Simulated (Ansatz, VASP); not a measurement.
# Two plane-wave programs on ZrS2

```
CELL_PARAMETERS angstrom
3.64900 0.00000 0.00000
-1.82450 3.16013 0.00000
0.00000 0.00000 31.84163
ATOMIC_POSITIONS crystal
S 0.66667 0.33333 0.45420
S 0.33333 0.66667 0.54580
Zr 0.00000 0.00000 0.50000
```

Alike in both runs: task single point; functional PBE; dispersion D3(BJ); k mesh 9 × 9 × 1; occupations gaussian, width 0.02 eV; no spin polarisation.

|  | VASP | Ansatz |
| --- | --- | --- |
| version | VASP 6.6.1 | Ansatz 0.2.0 |
| potentials or method | VASP PAW PBE potentials, release 64 (S, Zr_sv), cutoff 400 eV | scalar-relativistic, plane waves, PAW |
| valence electrons in the cell | 24 | 24 |

|  | VASP | Ansatz | Ansatz less VASP |
| --- | --- | --- | --- |
| gap on the k mesh at the Fermi level (eV) | 1.13 | 1.13 | +0.003 |
| least direct gap on the mesh (eV) | 1.69 | 1.68 | -0.004 |
| rms of the force components (eV/Å) | 0.004 | 0.000 | -0.0037 |
